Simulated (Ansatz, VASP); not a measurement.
HfB3N in VASP and in Ansatz

```
Hf B N
1.0
     3.62919    0.00000    0.00000
     0.00000    3.62919    0.00000
     0.00000    0.00000    3.62919
Hf B N
1 3 1
Direct
  0.50000 0.50000 0.50000
  0.50000 0.00000 0.00000
  0.00000 0.50000 0.00000
  0.00000 0.00000 0.50000
  0.00000 0.00000 0.00000
```

Alike in both runs: functional PBE; k mesh 4 × 4 × 4; occupations gaussian, width 0.1 eV; no spin polarisation.

Ansatz relaxed the structure, and its values are those at the end. VASP's run is a single point on that final structure, the one shown.

|  | VASP | Ansatz |
| --- | --- | --- |
| version | VASP 6.6.1 | Ansatz 0.2.0 |
| potentials or method | VASP PAW PBE potentials, release 64 (Hf_pv, B, N), cutoff 520 eV | scalar-relativistic, plane waves, PAW |
| valence electrons in the cell | 24 | 40 |

```csv
,VASP,Ansatz,Ansatz less VASP
gap on the k mesh at the Fermi level (eV),none,none,-
pressure (GPa),-0.4,-0.3,+0.09
```

A gap of «none» marks a metal or a gap that the smearing closes. VASP's potentials hold 24 valence electrons a cell and Ansatz's 40, so a difference there can come from the potentials and not from the codes.

The k mesh is coarse, so the values compare programs but aren't converged. Neither program's run includes spin-orbit coupling.
